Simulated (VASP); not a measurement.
# Cu (P2/m) in VASP: notebook

The runs below take Cu through single point, with LDA.

All numbers are computed with VASP 6.6.1; they aren't measurements. Logs are shortened: lines on timing, memory, paths and dates and some standing lists are left out, and cuts for length are marked.

**1. The cell of the first run**

It takes space group P2/m (No. 10, monoclinic). Conventional cell: a = 11.570 Å, b = 2.238 Å, c = 22.224 Å, α = 90.00°, β = 101.93°, γ = 90.00°. Within 3.0 Å of Cu (site symmetry 2/m) lie 2 Cu at 2.24 Å.

**2. Single point, LDA**

Contents of INCAR:

```
SYSTEM = Cu
  PREC = Accurate
  ENCUT = 600
  EDIFF = 1E-6
  ISMEAR = -1
  SIGMA = 0.1
  LREAL = .False.
  LASPH = .True.
  NELM = 120
  ALGO = Normal
  ISIF = 2
  LWAVE = .False.
  LCHARG = .True.
  GGA = CA
  LELF = .True.
  LVHAR = .True.
  NBANDS = 12
  GGA_COMPAT = .False.
```

Contents of KPOINTS:

```
Automatic mesh
0
Gamma
  1 4 1
  0 0 0
```

Contents of POSCAR:

```
Cu
1.0
   11.5702540000      0.0000000000      0.0000000000
    0.0000000000      2.2382120000      0.0000000000
   -4.5956240000      0.0000000000     21.7433880000
Cu
1
Direct
    0.5000000000      0.5000000000      0.5000000000
```

Potentials or basis: VASP PAW LDA potentials, release 64 (Cu).

Launch:

```
cat potpaw_LDA.64/Cu/POTCAR > POTCAR
mpirun -np 1 vasp_std > vasp.out
```

OUTCAR:

```text
SYSTEM = Cu
   PREC = Accurate
   ENCUT = 600
   EDIFF = 1E-6
   ISMEAR = -1
   LREAL = .False.
   LASPH = .True.
   NELM = 120
   ISIF = 2
   GGA = CA

 ion  position               nearest neighbor table
   1  0.500  0.500  0.500-

  LATTYP: Found a simple monoclinic cell.
 ALAT       =    11.5702540000
 B/A-ratio  =     0.1934453643
 C/A-ratio  =     1.9207652137
 COS(beta)  =    -0.2067889433

  Lattice vectors:

 A1 = (  11.5702540000,   0.0000000000,   0.0000000000)
 A2 = (   0.0000000000,   2.2382120000,   0.0000000000)
 A3 = (  -4.5956240000,   0.0000000000,  21.7433880000)

Analysis of symmetry for initial positions (statically):
=====================================================================
 Subroutine PRICEL returns:
 Original cell was already a primitive cell.

 Routine SETGRP: Setting up the symmetry group for a
 simple monoclinic supercell.

 Subroutine GETGRP returns: Found  4 space group operations
 (whereof  4 operations were pure point group operations)
 out of a pool of  4 trial point group operations.

The static configuration has the point symmetry C_2h.

Analysis of symmetry for dynamics (positions and initial velocities):
=====================================================================
 Subroutine PRICEL returns:
 Original cell was already a primitive cell.

 Routine SETGRP: Setting up the symmetry group for a
 simple monoclinic supercell.

 Subroutine GETGRP returns: Found  4 space group operations
 (whereof  4 operations were pure point group operations)
 out of a pool of  4 trial point group operations.

The dynamic configuration has the point symmetry C_2h.

 Subroutine INISYM returns: Found  4 space group operations
 (whereof  4 operations are pure point group operations),
 and found     1 'primitive' translations

----------------------------------------------------------------------------------------

                                     Primitive cell

  volume of cell :     563.0816

  direct lattice vectors                    reciprocal lattice vectors
    11.570254000  0.000000000  0.000000000     0.086428526  0.000000000  0.018267301
     0.000000000  2.238212000  0.000000000     0.000000000  0.446785202  0.000000000
    -4.595624000  0.000000000 21.743388000     0.000000000  0.000000000  0.045990993

  length of vectors
[... 63 lines left out ...]
   NFREE  =      0    steps in history (QN), initial steepest desc. (CG)
   ISIF   =      2    stress and relaxation
   ISYM   =      2    0-nonsym 1-usesym 2-fastsym
   POTIM  = 0.5000    time-step for ionic-motion
   TEBEG  =    0.0;   TEEND  =   0.0 temperature during run
   PSTRESS=    0.0 pullay stress
   NELECT =      11.0000    total number of electrons
   NUPDOWN=      -1.0000    fix difference up-down
   EMIN   =  10.00;   EMAX   =-10.00  energy-range for DOS
   EFERMI =   0.00;   METHOD = LEGACY
   ISMEAR =    -1;   SIGMA  =   0.10  broadening in eV -4-tet -1-fermi 0-gaus
   EFERMI_NEDOS =   21; number of points for ismear=-14 and -15
   IALGO  =     38    algorithm
   IMIX   =      4    mixing-type and parameters
     AMIX     =   0.40;   BMIX     =  1.00
     AMIX_MAG =   1.60;   BMIX_MAG =  1.00
  volume/ion in A,a.u.               =     563.08      3799.86
  Fermi-wavevector in a.u.,A,eV,Ry     =   0.440909  0.833197  2.644978  0.194400
  Thomas-Fermi vector in A             =   1.415886
   LORBIT       =      0    0 simple, 1 ext, 2 COOP (PROOUT), +10 PAW based schemes
   GGA     = CA    functional components
   LHFCALC =     F    Hartree Fock is set to
   AEXX    =    0.0000 exact exchange contribution
   IVDW    =     0    specifies the selected vdW correction
   LEPSILON=     F    determine dielectric tensor
   LRPA    =     F    only Hartree local field effects (RPA)
 non-spin polarized calculation
  energy-cutoff  :      600.00
  volume of cell :      563.08
 maximum number of plane-waves:     18921
 NGX is ok and might be reduce to    96
   NGX = 47   NGY =  9   NGZ = 89

 number of electron      10.9999999 magnetization

 Free energy of the ion-electron system (eV)
  ---------------------------------------------------
  ext. energy  EPLUGINS =         0.00000000
  ---------------------------------------------------
  free energy    TOTEN  =        -1.99941406 eV

  energy without entropy =       -1.88536076  energy(sigma->0) =       -1.94238741

 E-fermi :  -5.4717     XC(G=0):  -0.7568

 val. band max:       -5.5323004038   @ k =   0.0000   0.2500   0.0000
 cond. band min:      -2.3375966632   @ k =   0.0000   0.0000   0.0000
 fundamental gap:      3.1947037407
 Fermi energy:        -5.4717013255

 k-point     1 :       0.0000    0.0000    0.0000
  band No.  band energies     occupation
      1      -8.9885      2.00000
      2      -6.6165      1.99998
      3      -6.4906      1.99992
      4      -6.4906      1.99992
      5      -5.6777      1.77383
      6      -5.6777      1.77382
      7      -2.3376      0.00000
      8      -2.3325      0.00000
      9       0.0377      0.00000
     10       0.4361      0.00000
     11       0.5158      0.00000
     12       0.9795      0.00000
[... 16 lines left out ...]
 k-point     3 :       0.0000    0.5000    0.0000
  band No.  band energies     occupation
      1      -7.4749      2.00000
      2      -7.4749      2.00000
      3      -6.0802      1.99546
      4      -6.0802      1.99546
      5      -5.7433      1.87588
      6      -1.0067      0.00000
      7       2.0601      0.00000
      8       4.9192      0.00000
      9       4.9230      0.00000
     10       6.4997      0.00000
     11       6.5345      0.00000
     12       7.3455      0.00000

------------------------ aborting loop because EDIFF is reached ----------------------------------------

  FORCE on cell =-STRESS in cart. coord.  units (eV):
  Direction    XX          YY          ZZ          XY          YZ          ZX
  --------------------------------------------------------------------------------------
  -------------------------------------------------------------------------------------
  Total       -0.0061112      0.2549795     -0.0027772      0.0000000      0.0000000      0.0000918
  in kB       -0.0173887      0.7255118     -0.0079022      0.0000000      0.0000000      0.0002612
  external PRESSURE =       0.2334070 kB  Pullay stress =       0.0000000 kB

 VOLUME and BASIS-vectors are now :
 -----------------------------------------------------------------------------
  energy-cutoff  :      600.00
  volume of cell :      563.08
      direct lattice vectors                 reciprocal lattice vectors
    11.570254000  0.000000000  0.000000000     0.086428526  0.000000000  0.018267301
     0.000000000  2.238212000  0.000000000     0.000000000  0.446785202  0.000000000
    -4.595624000  0.000000000 21.743388000     0.000000000  0.000000000  0.045990993

 POSITION                                       TOTAL-FORCE (eV/Angst)
 -----------------------------------------------------------------------------------
      3.48732      1.11911     10.87169        -0.000000      0.000000      0.000000
 -----------------------------------------------------------------------------------
    total drift:                                0.000000     -0.000000     -0.000000

  FREE ENERGIE OF THE ION-ELECTRON SYSTEM (eV)
  ---------------------------------------------------
  free  energy   TOTEN  =        -1.9994140616 eV

  energy  without entropy=       -1.8853607650  energy(sigma->0) =       -1.94238741
```

stdout:

```text
POSCAR found type information on POSCAR Cu
 POSCAR found :  1 types and       1 ions
 scaLAPACK will be used
 LDA part: xc-table for (Slater(with rela. corr.)+CA(PZ))
 , standard interpolation
 POSCAR, INCAR and KPOINTS ok, starting setup
 FFT: planning ... GRIDC
 FFT: planning ... GRID_SOFT
 FFT: planning ... GRID
 WAVECAR not read
 entering main loop
```

It took 49 s on 1 thread of Intel Xeon Platinum 8488C (Sapphire Rapids), shared host; peak memory 0.43 GiB.

What came out:

```
Free energy : -1.9994 eV
Pressure    : 0.0 GPa
```

Caveat: the k points lie up to 0.70 Å⁻¹ apart.

**3. Single point, LDA**

INCAR: that of step 2 with these lines changed.

```diff
@@ -12,6 +12,3 @@
   LWAVE = .False.
-  LCHARG = .True.
-  GGA = CA
-  LELF = .True.
-  LVHAR = .True.
+  LCHARG = .False.
   NBANDS = 12
```

Contents of KPOINTS:

```
Automatic mesh
0
Gamma
  1 5 1
  0 0 0
```

POSCAR is that of step 2.

Potentials or basis: VASP PAW LDA potentials, release 64 (Cu).

Launch:

```
cat potpaw_LDA.64/Cu/POTCAR > POTCAR
mpirun -np 1 vasp_std > vasp.out
```

Run time: 34 s. Hardware: 1 thread of Intel Xeon Platinum 8488C (Sapphire Rapids), shared host; peak memory 0.43 GiB.

Results (log left out):

- Free energy: -2.2129 eV
- Pressure: 0.0 GPa

Stress tensor (GPa, compression positive):
```
 0.00  0.00  0.00
 0.00 -0.13  0.00
 0.00  0.00  0.00
```

Levels at points of the mesh, in eV from the Fermi level:
```
           k point  band 4  band 5  band 6  band 7  band 8  band 9
(0.00, 0.00, 0.00)   -0.94   -0.15   -0.15    3.30    3.30    5.73
```

Caveat: the k points lie up to 0.56 Å⁻¹ apart.

**4. Single point, LDA**

Contents of INCAR:

```
PREC = Accurate ; ENCUT = 600
EDIFF = 1E-6 ; ISMEAR = -1
SIGMA = 0.1 ; LREAL = F
LASPH = T ; NELM = 120
ALGO = Normal ; ISIF = 2
LWAVE = F ; LCHARG = F
NBANDS = 12 ; GGA_COMPAT = F
```

Contents of KPOINTS:

```
regular mesh
0
Gamma
  2 6 1
```

POSCAR is that of step 3.

Launch:

```
cat potpaw_LDA.64/Cu/POTCAR > POTCAR
mpirun -np 1 vasp_std > vasp.out
```

It took 90 s on 1 thread of Intel Xeon Platinum 8488C (Sapphire Rapids), shared host; peak memory 0.46 GiB.

Results (log left out):

```
Free energy : -2.1525 eV
Pressure    : 0.0 GPa
```

Stress tensor (GPa, compression positive):
```
 0.00  0.00  0.00
 0.00 -0.09  0.00
 0.00  0.00  0.00
```

Levels at points of the mesh, in eV from the Fermi level:
| k point | band 1 | band 2 | band 3 | band 4 | band 5 | band 6 | band 7 | band 8 | band 9 | band 10 |
| --- | --- | --- | --- | --- | --- | --- | --- | --- | --- | --- |
| (0.00, 0.00, 0.00) | -4.09 | -1.68 | -1.42 | -1.42 | -0.47 | -0.47 | 2.32 | 2.33 | 4.68 | 5.08 |
| (0.50, 0.00, 0.00) | -4.09 | -1.68 | -1.42 | -1.42 | -0.47 | -0.47 | 2.32 | 2.33 | 4.98 | 5.14 |
| (0.00, 0.50, 0.00) | -2.36 | -2.36 | -0.98 | -0.98 | -0.54 | 3.69 | 6.84 | 9.60 | 9.60 | 11.17 |
| (0.50, 0.50, 0.00) | -2.36 | -2.36 | -0.98 | -0.98 | -0.54 | 3.69 | 6.84 | 9.59 | 9.60 | 11.15 |

Caveat: the k points lie up to 0.47 Å⁻¹ apart.

**5. Single point, LDA**

Contents of INCAR:

```
ALGO = Normal ; EDIFF = 1E-6
ENCUT = 600 ; GGA_COMPAT = False
ISIF = 2 ; ISMEAR = -1
LASPH = True ; LCHARG = True
LELF = True ; LREAL = False
LVHAR = True ; LWAVE = False
NBANDS = 12 ; NELM = 120
PREC = Accurate ; SIGMA = 0.1
```

Contents of KPOINTS:

```
k-points
0
Gamma
  2 8 1
```

POSCAR is that of step 4.

Launch:

```
cat potpaw_LDA.64/Cu/POTCAR > POTCAR
mpirun -np 1 vasp_std > vasp.out
```

Run time: 2 min. Hardware: 1 thread of Intel Xeon Platinum 8488C (Sapphire Rapids), shared host; peak memory 0.48 GiB.

It converged, with:

| Property | Result |
| --- | --- |
| Free energy | -2.1363 eV |
| Pressure | 0.0 GPa |

Levels at points of the mesh, in eV from the Fermi level:
| k point | band 3 | band 4 | band 5 | band 6 | band 7 | band 8 | band 9 | band 10 |
| --- | --- | --- | --- | --- | --- | --- | --- | --- |
| (0.00, 0.00, 0.00) | -1.00 | -1.00 | -0.16 | -0.16 | 3.08 | 3.08 | 5.47 | 5.87 |
| (0.50, 0.00, 0.00) | -1.00 | -1.00 | -0.16 | -0.16 | 3.07 | 3.08 | 5.77 | 5.93 |
| (0.00, 0.50, 0.00) | -0.58 | -0.58 | -0.22 | 4.36 | 7.49 | 10.34 | 10.35 | 11.93 |
| (0.50, 0.50, 0.00) | -0.58 | -0.58 | -0.22 | 4.36 | 7.49 | 10.34 | 10.34 | 11.90 |

**6. Single point, LDA**

Contents of INCAR:

```
SYSTEM = Cu
ALGO     = Normal         ! electronic algorithm
EDIFF    = 1E-6           ! SCF threshold, eV
ENCUT    = 600            ! plane-wave cutoff, eV
GGA      = CA             ! functional
GGA_COMPAT= .FALSE.      
ISIF     = 2              ! what is computed and relaxed
ISMEAR   = -1             ! smearing method
LASPH    = .TRUE.         ! aspherical terms in the spheres
LCHARG   = .FALSE.        ! write CHGCAR
LREAL    = .FALSE.        ! projectors in reciprocal space
LWAVE    = .FALSE.        ! write WAVECAR
NBANDS   = 12             ! bands
NELM     = 120            ! most SCF steps
PREC     = Accurate       ! precision mode
SIGMA    = 0.1            ! smearing width, eV
```

Contents of KPOINTS:

```
k-points
0
G
  2 9 1
  0 0 0
```

POSCAR is that of step 5.

Potentials or basis: VASP PAW LDA potentials, release 64 (Cu).

Launch:

```
cat potpaw_LDA.64/Cu/POTCAR > POTCAR
mpirun -np 1 vasp_std > vasp.out
```

OUTCAR:

```text
SYSTEM = Cu
   EDIFF = 1E-6
   ENCUT = 600
   GGA = CA
   ISIF = 2
   ISMEAR = -1
   LASPH = .TRUE.
   LREAL = .FALSE.
   NELM = 120
   PREC = Accurate

 ion  position               nearest neighbor table
   1  0.500  0.500  0.500-

  LATTYP: Found a simple monoclinic cell.
 ALAT       =    11.5702540000
 B/A-ratio  =     0.1934453643
 C/A-ratio  =     1.9207652137
 COS(beta)  =    -0.2067889433

  Lattice vectors:

 A1 = (  11.5702540000,   0.0000000000,   0.0000000000)
 A2 = (   0.0000000000,   2.2382120000,   0.0000000000)
[... 314 lines left out ...]
     12       6.5006      0.00000

------------------------ aborting loop because EDIFF is reached ----------------------------------------

  FORCE on cell =-STRESS in cart. coord.  units (eV):
  Direction    XX          YY          ZZ          XY          YZ          ZX
  --------------------------------------------------------------------------------------
  -------------------------------------------------------------------------------------
  Total       -0.0048358     -0.3755382     -0.0020137      0.0000000      0.0000000      0.0000900
  in kB       -0.0137597     -1.0685464     -0.0057296      0.0000000      0.0000000      0.0002561
  external PRESSURE =      -0.3626786 kB  Pullay stress =       0.0000000 kB

 VOLUME and BASIS-vectors are now :
 -----------------------------------------------------------------------------
  energy-cutoff  :      600.00
  volume of cell :      563.08
      direct lattice vectors                 reciprocal lattice vectors
    11.570254000  0.000000000  0.000000000     0.086428526  0.000000000  0.018267301
     0.000000000  2.238212000  0.000000000     0.000000000  0.446785202  0.000000000
    -4.595624000  0.000000000 21.743388000     0.000000000  0.000000000  0.045990993

 POSITION                                       TOTAL-FORCE (eV/Angst)
 -----------------------------------------------------------------------------------
      3.48732      1.11911     10.87169        -0.000000      0.000000      0.000000
 -----------------------------------------------------------------------------------
    total drift:                                0.000000     -0.000000     -0.000000

  FREE ENERGIE OF THE ION-ELECTRON SYSTEM (eV)
  ---------------------------------------------------
  free  energy   TOTEN  =        -2.1673975454 eV

  energy  without entropy=       -2.1285488853  energy(sigma->0) =       -2.14797322
```

OSZICAR:

```text
N       E                     dE             d eps       ncg     rms          rms(c)
DAV:   1     0.668870522621E+02    0.66887E+02   -0.30646E+03   240   0.613E+02
DAV:   2     0.135354331681E+01   -0.65534E+02   -0.46589E+02   280   0.130E+02
DAV:   3    -0.220336120917E+01   -0.35569E+01   -0.32677E+01   344   0.284E+01
[... 12 lines left out ...]
DAV:  16    -0.216738542440E+01   -0.14138E-04   -0.62708E-07   260   0.908E-03    0.782E-04
DAV:  17    -0.216739382258E+01   -0.83982E-05   -0.34997E-07   256   0.576E-03    0.282E-04
DAV:  18    -0.216739617159E+01   -0.23490E-05   -0.56977E-08   260   0.844E-04    0.200E-04
DAV:  19    -0.216739737524E+01   -0.12036E-05   -0.51708E-08   276   0.151E-03    0.582E-05
DAV:  20    -0.216739754541E+01   -0.17018E-06   -0.22907E-09   296   0.157E-04
   1 F= -.21673975E+01 E0= -.21479732E+01  d E =-.388487E-01
```

It took 1.7 min on 1 thread of Intel Xeon Platinum 8488C (Sapphire Rapids), shared host; peak memory 0.48 GiB.

What came out:

| Property | Result |
| --- | --- |
| Free energy | -2.1674 eV |
| Pressure | 0.0 GPa |

Stress tensor (GPa, compression positive):
```
 0.00  0.00  0.00
 0.00 -0.11  0.00
 0.00  0.00  0.00
```

**7. The runs side by side**

| k mesh | gap on the mesh (eV) | pressure (GPa) |
| --- | --- | --- |
| 1 × 4 × 1 | none | 0.0 |
| 1 × 5 × 1 | none | 0.0 |
| 2 × 6 × 1 | none | 0.0 |
| 2 × 8 × 1 | none | 0.0 |
| 2 × 9 × 1 | none | 0.0 |

Alike in all rows: task single point; level LDA; potentials or basis VASP PAW LDA potentials, release 64 (Cu); no spin polarisation; cell as given; cutoff (eV) 600; smearing fermi-dirac 0.1 eV.

Caveats: some runs use coarse meshes.

Absolute energies hang on the potentials; compare differences alone.
